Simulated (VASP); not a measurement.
# Al27Ru in VASP: a series of runs, part 2 of 2

VASP 6.6.1.

### 3 Single point, PBE

INCAR reads:

```
PREC = Accurate
ENCUT = 520
EDIFF = 1E-6
ISMEAR = -1
SIGMA = 0.1
LREAL = Auto
LASPH = T
NELM = 100
ALGO = Normal
ISIF = 2
LWAVE = F
LCHARG = F
GGA = PE
NBANDS = 68
```

KPOINTS reads:

```
regular mesh
0
Gamma
  2 2 1
```

POSCAR reads:

```
Al27Ru
1.0
    8.5913470000      0.0000000000      0.0000000000
    4.2956740000      7.4403250000      0.0000000000
    0.0000000000      0.0000000000     17.6765370000
Al Ru
27 1
Direct
    0.1111110703      0.1111111410      0.0565722234
    0.4444443648      0.1111111410      0.0565722234
    0.7777777758      0.1111111410      0.0565722234
    0.1111110539      0.4444444295      0.0565722234
    0.4444443484      0.4444444295      0.0565722234
    0.7777777594      0.4444444295      0.0565722234
    0.1111110867      0.7777778524      0.0565722234
    0.4444443812      0.7777778524      0.0565722234
    0.7777777922      0.7777778524      0.0565722234
   -0.1139578573      0.2199043725      0.1865632392
    0.2403463160      0.2131710644      0.1845234731
    0.5592331510      0.2220545473      0.1926953226
   -0.1139362501      0.5607131409      0.1865792491
    0.2136875568      0.5596474616      0.1915457196
    0.5423398530      0.5621653624      0.1910735117
   -0.1090122933      0.8878440122      0.2019764957
    0.2136683922      0.8933586906      0.1915597495
    0.5592299374      0.8853759748      0.1927062410
   -0.0365681101      0.0522740606      0.3422583847
    0.3310200747     -0.0007920353      0.3223995741
    0.6570153336      0.0048083921      0.3264870828
    0.0369642666      0.3147906845      0.3047135873
    0.3310124718      0.3363842305      0.3223889951
    0.6217896682      0.3630313192      0.3322521827
   -0.0366447732      0.6508852772      0.3421660589
    0.2688525886      0.6988724283      0.3266110325
    0.6217763552      0.6817501924      0.3322702857
    0.8313864954      0.4175887478      0.4018297249
```

Potentials or basis: VASP PAW PBE potentials, release 64 (Al, Ru_pv).

Run with:

```sh
> cat potpaw_PBE.64/Al/POTCAR potpaw_PBE.64/Ru_pv/POTCAR > POTCAR
> mpirun -np 1 vasp_std > vasp.out
```

OUTCAR:

```text
PREC = Accurate
   ENCUT = 520
   EDIFF = 1E-6
   ISMEAR = -1
   LREAL = Auto
   LASPH = T
   NELM = 100
   ISIF = 2
   GGA = PE

 ion  position               nearest neighbor table
   1  0.111  0.111  0.057-  10 2.84  11 2.84   2 2.86   3 2.86   4 2.86   6 2.86   8 2.86   7 2.86
                            17 2.88
   2  0.444  0.111  0.057-  11 2.72   1 2.86   5 2.86   4 2.86   8 2.86   9 2.86   3 2.86  12 2.93
                            18 2.93
   3  0.778  0.111  0.057-  10 2.81   1 2.86   6 2.86   7 2.86   9 2.86   5 2.86   2 2.86  12 2.90
                            16 3.06
   4  0.111  0.444  0.057-  13 2.84  11 2.84   6 2.86   5 2.86   1 2.86   2 2.86   9 2.86   7 2.86
                            14 2.88
   5  0.444  0.444  0.057-   4 2.86   2 2.86   7 2.86   3 2.86   6 2.86   8 2.86  15 2.87  12 2.92
                            14 2.94
   6  0.778  0.444  0.057-  10 2.84  13 2.84   4 2.86   3 2.86   1 2.86   8 2.86   5 2.86   9 2.86
                            15 2.95
   7  0.111  0.778  0.057-   8 2.86   9 2.86   3 2.86   1 2.86   5 2.86   4 2.86  14 2.89  17 2.89
                            16 3.05
   8  0.444  0.778  0.057-   7 2.86   1 2.86   2 2.86   6 2.86   9 2.86   5 2.86  15 2.87  18 2.92
                            17 2.94
   9  0.778  0.778  0.057-  13 2.81   7 2.86   3 2.86   4 2.86   2 2.86   8 2.86   6 2.86  18 2.90
[... 27 lines left out ...]
  23  0.331  0.336  0.322-  24 2.63  22 2.64  21 2.83  14 2.85  12 2.85  26 2.89  20 2.90  11 2.91
                            25 2.98
  24  0.622  0.363  0.332-  28 2.41  23 2.63  27 2.74  19 2.82  15 2.91  12 2.91  21 2.94  26 2.96
                            10 3.24
  25  0.963  0.651  0.342-  22 2.71  27 2.82  26 2.87  21 2.87  28 2.95  23 2.98  13 3.02  16 3.07
                            14 3.26
  26  0.269  0.699  0.327-  14 2.81  17 2.81  19 2.87  25 2.87  23 2.89  20 2.89  27 2.96  24 2.96
                            15 3.14
  27  0.622  0.682  0.332-  28 2.41  20 2.63  24 2.74  25 2.82  15 2.91  18 2.91  21 2.94  26 2.96
                            13 3.24
  28  0.831  0.418  0.402-  22 2.30  27 2.41  24 2.41  19 2.95  25 2.95

  LATTYP: Found a hexagonal cell.
 ALAT       =     8.5913474624
 C/A-ratio  =     2.0574813296

  Lattice vectors:

 A1 = (  -4.2956740000,  -7.4403250000,   0.0000000000)
 A2 = (   8.5913470000,   0.0000000000,   0.0000000000)
 A3 = (   0.0000000000,   0.0000000000,  17.6765370000)

Analysis of symmetry for initial positions (statically):
=====================================================================
 Subroutine PRICEL returns:
 Original cell was already a primitive cell.

 Routine SETGRP: Setting up the symmetry group for a
 hexagonal supercell.

 Subroutine GETGRP returns: Found  1 space group operations
 (whereof  1 operations were pure point group operations)
 out of a pool of 24 trial point group operations.

The static configuration has the point symmetry C_1 .

Analysis of symmetry for dynamics (positions and initial velocities):
=====================================================================
 Subroutine PRICEL returns:
 Original cell was already a primitive cell.

 Routine SETGRP: Setting up the symmetry group for a
 hexagonal supercell.

 Subroutine GETGRP returns: Found  1 space group operations
 (whereof  1 operations were pure point group operations)
 out of a pool of 24 trial point group operations.

The dynamic configuration has the point symmetry C_1 .

 Subroutine INISYM returns: Found  1 space group operations
 (whereof  1 operations are pure point group operations),
[... 101 lines left out ...]
 Found      4 irreducible k-points:

 Following reciprocal coordinates:
            Coordinates               Weight
  0.000000  0.000000  0.000000      1.000000
  0.500000  0.000000  0.000000      1.000000
  0.500000  0.500000  0.000000      1.000000
  0.000000  0.500000  0.000000      1.000000
   k-points           NKPTS =      4   k-points in BZ     NKDIM =      4   number of bands    NBANDS=     68
   number of dos      NEDOS =    301   number of ions     NIONS =     28
   total plane-waves  NPLWV = 573440
   dimension x,y,z NGX =    64 NGY =   64 NGZ =  140
   dimension x,y,z NGXF=   128 NGYF=  128 NGZF=  280
   ions per type =              27   1
   NGX,Y,Z   is equivalent  to a cutoff of  12.38, 12.38, 13.17 a.u.
   NGXF,Y,Z  is equivalent  to a cutoff of  24.77, 24.77, 26.33 a.u.
 SYSTEM =  unknown system
   PREC   = accura    normal or accurate (medium, high low for compatibility)
   ISTART =      0    job   : 0-new  1-cont  2-samecut
   ICHARG =      2    charge: 1-file 2-atom 10-const
   ISPIN  =      1    spin polarized calculation?
   LNONCOLLINEAR =      F non collinear calculations
   LSORBIT =      F    spin-orbit coupling
   LASPH  =      T    aspherical Exc in radial PAW
   ENCUT  =  520.0 eV  38.22 Ry    6.18 a.u.  15.97 15.97 32.87*2*pi/ulx,y,z
   NELM   =    100;   NELMIN=  2; NELMDL= -5     # of ELM steps
   EDIFF  = 0.1E-05   stopping-criterion for ELM
   LREAL  =      T    real-space projection
   EDIFFG = 0.1E-04   stopping-criterion for IOM
   NSW    =      0    number of steps for IOM
[... 5 lines left out ...]
   TEBEG  =    0.0;   TEEND  =   0.0 temperature during run
   PSTRESS=    0.0 pullay stress
   NELECT =      95.0000    total number of electrons
   NUPDOWN=      -1.0000    fix difference up-down
   EMIN   =  10.00;   EMAX   =-10.00  energy-range for DOS
   EFERMI =   0.00;   METHOD = LEGACY
   ISMEAR =    -1;   SIGMA  =   0.10  broadening in eV -4-tet -1-fermi 0-gaus
   EFERMI_NEDOS =   21; number of points for ismear=-14 and -15
   IALGO  =     38    algorithm
   IMIX   =      4    mixing-type and parameters
     AMIX     =   0.40;   BMIX     =  1.00
     AMIX_MAG =   1.60;   BMIX_MAG =  1.00
  volume/ion in A,a.u.               =      40.35       272.33
  Fermi-wavevector in a.u.,A,eV,Ry     =   0.717187  1.355287  6.998260  0.514358
  Thomas-Fermi vector in A             =   1.805802
   LORBIT       =      0    0 simple, 1 ext, 2 COOP (PROOUT), +10 PAW based schemes
   GGA     = PE    functional components
   LHFCALC =     F    Hartree Fock is set to
   AEXX    =    0.0000 exact exchange contribution
   IVDW    =     0    specifies the selected vdW correction
   LEPSILON=     F    determine dielectric tensor
   LRPA    =     F    only Hartree local field effects (RPA)
 non-spin polarized calculation
  energy-cutoff  :      520.00
  volume of cell :     1129.93
 maximum number of plane-waves:     30408
 NGX is ok and might be reduce to    64
   NGX = 31   NGY = 31   NGZ = 65

 number of electron      94.9999999 magnetization

 Free energy of the ion-electron system (eV)
  ---------------------------------------------------
  ext. energy  EPLUGINS =         0.00000000
  ---------------------------------------------------
  free energy    TOTEN  =      -103.06206816 eV

  energy without entropy =     -102.54335496  energy(sigma->0) =     -102.80271156

 E-fermi :   0.9403     XC(G=0):  -5.2662

 val. band max:        0.8905544114   @ k =   0.0000   0.5000   0.0000
 cond. band min:       0.9546899586   @ k =   0.0000   0.0000   0.0000
 fundamental gap:      0.0641355472
 Fermi energy:         0.9402761282

 k-point     1 :       0.0000    0.0000    0.0000
  band No.  band energies     occupation
      1     -40.7160      2.00000
      2     -40.6151      2.00000
      3     -40.5982      2.00000
      4      -9.3612      2.00000
      5      -7.7422      2.00000
      6      -6.8833      2.00000
[... 237 lines left out ...]
     58       2.7213      0.00000
     59       2.7627      0.00000
 [bands above 59 left out]

------------------------ aborting loop because EDIFF is reached ----------------------------------------

  FORCE on cell =-STRESS in cart. coord.  units (eV):
  Direction    XX          YY          ZZ          XY          YZ          ZX
  --------------------------------------------------------------------------------------
  -------------------------------------------------------------------------------------
  Total      -10.0045071    -11.9010140      0.0460844     -1.6440688      0.0059544     -0.0133072
  in kB      -14.1858683    -16.8750160      0.0653452     -2.3312037      0.0084431     -0.0188689
  external PRESSURE =     -10.3318464 kB  Pullay stress =       0.0000000 kB

 VOLUME and BASIS-vectors are now :
 -----------------------------------------------------------------------------
  energy-cutoff  :      520.00
  volume of cell :     1129.93
      direct lattice vectors                 reciprocal lattice vectors
     8.591347000  0.000000000  0.000000000     0.116396183 -0.067201373  0.000000000
     4.295674000  7.440325000  0.000000000     0.000000000  0.134402731  0.000000000
     0.000000000  0.000000000 17.676537000     0.000000000  0.000000000  0.056572167

 POSITION                                       TOTAL-FORCE (eV/Angst)
 -----------------------------------------------------------------------------------
      1.43189      0.82670      1.00000         0.022913     -0.062944     -0.099886
      4.29567      0.82670      1.00000         0.087894     -0.053029     -0.119637
      7.15946      0.82670      1.00000        -0.084374     -0.062732      0.083841
      2.86378      3.30681      1.00000         0.063880      0.012570     -0.101352
      5.72756      3.30681      1.00000        -0.023912      0.000247      0.043461
      8.59135      3.30681      1.00000        -0.000410     -0.001232     -0.112472
[... 20 lines left out ...]
      8.27047      5.07244      5.87339        -0.002235      0.007925     -0.006352
      8.93655      3.10700      7.10296         0.005329     -0.005687      0.042894
 -----------------------------------------------------------------------------------
    total drift:                                0.006185     -0.003217     -0.016764

  FREE ENERGIE OF THE ION-ELECTRON SYSTEM (eV)
  ---------------------------------------------------
  free  energy   TOTEN  =      -103.0620681631 eV

  energy  without entropy=     -102.5433549556  energy(sigma->0) =     -102.80271156
```

Wall time 7.5 min (1 thread of AMD EPYC 9R45 (Zen 5), shared host); peak memory 1 GiB.

Results:

```yaml
Free_energy: -103.0621 eV
Largest_force: 0.210 eV/Å
Band_gap_on_the_k_mesh: zero (an odd number of electrons rules out a gap without spin polarisation)
```

Forces on the atoms (eV/Å):
```
Al   0.023 -0.063 -0.100
Al   0.088 -0.053 -0.120
Al  -0.084 -0.063  0.084
Al   0.064  0.013 -0.101
Al  -0.024  0.000  0.043
Al   0.000 -0.001 -0.112
Al  -0.067  0.039  0.195
Al  -0.014  0.024  0.041
Al   0.013  0.105  0.080
Al   0.000  0.001 -0.001
Al  -0.001  0.001 -0.003
Al   0.002  0.000 -0.003
Al   0.000 -0.001 -0.002
Al   0.002  0.001 -0.006
Al   0.000 -0.001 -0.009
Al   0.000 -0.001  0.002
Al   0.000 -0.002 -0.005
Al   0.000 -0.001 -0.002
Al  -0.003  0.001 -0.003
Al   0.000 -0.001  0.000
Al   0.001  0.000 -0.001
Al   0.009 -0.006 -0.014
Al   0.000  0.003  0.003
Al  -0.009  0.002 -0.007
Al  -0.002  0.001  0.002
Al  -0.003  0.001  0.002
Al  -0.002  0.008 -0.006
Ru   0.005 -0.006  0.043
```

Caveat: the k points lie up to 0.42 Å⁻¹ apart, too coarse for converged energies and pressures of a metal; there is no dipole correction, which matters where the two faces differ.

### 4 Single point, PBE

INCAR reads:

```
SYSTEM = Al27Ru
PREC = Accurate
ENCUT = 520
EDIFF = 1E-7
ISMEAR = -1
SIGMA = 0.1
LREAL = Auto
LASPH = .True.
NELM = 80
ALGO = Normal
ISIF = 2
LWAVE = .False.
LCHARG = .False.
GGA = PE
NBANDS = 68
```

KPOINTS reads:

```
regular mesh
0
Gamma
  2 2 1
  0 0 0
```

POSCAR reads:

```
Al27Ru
1.0
    8.5913470000      0.0000000000      0.0000000000
    4.2956740000      7.4403250000      0.0000000000
    0.0000000000      0.0000000000     17.6765370000
Al Ru
27 1
Direct
    0.1111110703      0.1111111410      0.0565722234
    0.4444443648      0.1111111410      0.0565722234
    0.7777777758      0.1111111410      0.0565722234
    0.1111110539      0.4444444295      0.0565722234
    0.4444443484      0.4444444295      0.0565722234
    0.7777777594      0.4444444295      0.0565722234
    0.1111110867      0.7777778524      0.0565722234
    0.4444443812      0.7777778524      0.0565722234
    0.7777777922      0.7777778524      0.0565722234
   -0.1138415887      0.2165831466      0.1908640250
    0.2268225974      0.2193046675      0.1878768449
    0.5566602003      0.2233118849      0.1905647017
   -0.1125472569      0.5541141012      0.1878212344
    0.2157282095      0.5532123933      0.1930950050
    0.5499448117      0.5528148300      0.1908861447
   -0.1134337544      0.8823746275      0.1930948353
    0.2178869411      0.8845325977      0.1889583350
    0.5526766249      0.8934379883      0.1878925719
    0.0022103122     -0.0142595922      0.3230805333
    0.3322117896     -0.0011229348      0.3200187910
    0.6654861986      0.0179885959      0.3243904618
    0.0342890174      0.2956477036      0.3182013536
    0.3512926276      0.3321465124      0.3243981556
    0.6842867780      0.3509649108      0.3407540176
   -0.0116065296      0.6550689654      0.3362483839
    0.3191007534      0.6688549223      0.3230818344
    0.6290192403      0.7009806695      0.3182618292
    0.8412363792      0.5077411269      0.4047476041
```

Run with:

```sh
> cat potpaw_PBE.64/Al/POTCAR potpaw_PBE.64/Ru_pv/POTCAR > POTCAR
> mpirun -np 1 vasp_std > vasp.out
```

Wall time 7.8 min (1 thread of AMD EPYC 9R45 (Zen 5), shared host); peak memory 1 GiB.

The run converged. Its results:

```
Free energy            : -103.3701 eV
Largest force          : 0.127 eV/Å
Band gap on the k mesh : zero (an odd number of electrons rules out a gap without spin polarisation)
```

Forces in eV/Å, atoms in the order of the input:
```
Al  -0.044 -0.046  0.020
Al   0.061  0.033 -0.104
Al  -0.023  0.030  0.045
Al   0.104 -0.003 -0.046
Al   0.016 -0.033  0.044
Al  -0.069 -0.041 -0.027
Al  -0.034 -0.019  0.121
Al  -0.064 -0.014  0.016
Al   0.051  0.095 -0.049
Al   0.002 -0.002 -0.011
Al   0.002  0.004 -0.002
Al  -0.001  0.001 -0.002
Al  -0.002  0.000  0.000
Al  -0.001 -0.001  0.000
Al  -0.001  0.003 -0.014
Al   0.001 -0.001 -0.001
Al  -0.006 -0.004 -0.011
Al   0.005  0.001 -0.002
Al   0.000  0.000  0.001
Al   0.003  0.001  0.010
Al  -0.001 -0.005  0.001
Al   0.004 -0.006 -0.005
Al  -0.004  0.001  0.000
Al   0.003  0.003 -0.002
Al   0.003  0.003 -0.006
Al  -0.001  0.001  0.001
Al  -0.002 -0.001 -0.002
Ru  -0.005  0.000  0.024
```

Levels at points of the mesh, in eV from the Fermi level:
```
           k point  band 43  band 44  band 45  band 46  band 47  band 48  band 49  band 50  band 51  band 52
(0.00, 0.00, 0.00)    -0.57    -0.51    -0.51    -0.50    -0.27    -0.15    -0.05     0.14     0.15     0.19
(0.50, 0.00, 0.00)    -0.91    -0.77    -0.39    -0.23    -0.06     0.08     0.19     0.30     0.88     1.00
(0.50, 0.50, 0.00)    -0.89    -0.63    -0.33    -0.05    -0.05     0.06     0.12     0.24     0.87     0.96
(0.00, 0.50, 0.00)    -0.91    -0.77    -0.39    -0.23    -0.06     0.08     0.19     0.30     0.88     1.00
```

Caveat: the k points lie up to 0.42 Å⁻¹ apart, too coarse for converged energies and pressures of a metal; there is no dipole correction, which matters where the two faces differ.

### 5 Summary

```tsv
cell	gap on the mesh (eV)	largest force (eV/Å)
as given, atomic positions A	none	0.12
as given, atomic positions B	none	0.21
as given, atomic positions C	none	0.13
```

Alike in all rows: task single point; level PBE; potentials or basis VASP PAW PBE potentials, release 64 (Al, Ru_pv); no spin polarisation; k mesh 2 × 2 × 1; cutoff (eV) 520; smearing fermi-dirac 0.1 eV.

Caveats: all runs use coarse meshes; there is no dipole correction, which matters where the two faces differ.

Absolute energies hang on the potentials; compare differences alone.

The gap in the log of VASP goes by the Fermi energy; the results here count the filled bands.